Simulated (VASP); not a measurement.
Runs of VASP 6.6.1 on SnSe2. The structure is that of space group P-3m1 (No. 164), or close to it. The cells are those of the table. 

```csv
task,level,cell,k mesh,cutoff (eV),gap on the mesh (eV),pressure (GPa),largest force (eV/Å)
relaxation of cell and atoms,PBE,"relaxed from a = 3.821, b = 3.821, c = 6.165 Å, angles 90.0, 90.0, 120.0°, 3 atoms",6 × 6 × 4,600,0.70,-0.1,0.01
single point,r2SCAN,"a = 3.827, b = 3.827, c = 6.290 Å, angles 90.0, 90.0, 120.0°, 3 atoms",10 × 10 × 6,520,(a),0.8,0.01
single point,PBE,"a = 3.875, b = 3.875, c = 6.829 Å, angles 90.0, 90.0, 120.0°, 3 atoms",6 × 6 × 4,520,0.70,0.1,0.01
single point,r2SCAN,"a = 3.834, b = 3.834, c = 6.398 Å, angles 90.0, 90.0, 120.0°, 3 atoms",10 × 10 × 6,520,1.03,0.4,0.01
single point,r2SCAN,"a = 3.832, b = 3.832, c = 6.401 Å, angles 90.0, 90.0, 120.0°, 3 atoms",10 × 10 × 6,520,1.02,0.4,0.01
single point,r2SCAN,"a = 3.837, b = 3.837, c = 6.492 Å, angles 90.0, 90.0, 120.0°, 3 atoms",10 × 10 × 6,520,1.03,0.2,0.01
single point,r2SCAN,"a = 3.841, b = 3.841, c = 6.506 Å, angles 90.0, 90.0, 120.0°, 3 atoms",10 × 10 × 6,520,(b),0.1,0.01
```

Alike in all rows: potentials or basis VASP PAW PBE potentials, release 64 (Sn_d, Se); no spin polarisation; smearing gaussian 0.05 eV.

**Question.** Estimate the missing entries.

**Answer.** (a) 1.01; (b) 1.04.

Caveats: spin-orbit coupling is left out, which moves the levels of the heavy elements; the PAW data sets were made with another functional, which shifts forces and pressure a little (some runs); this functional lacks dispersion, which binds the layers, so the pressure and a relaxed spacing across them are unreliable (some runs).

A k mesh can miss the band edges, and the runs leave out spin-orbit coupling on Se, Sn.
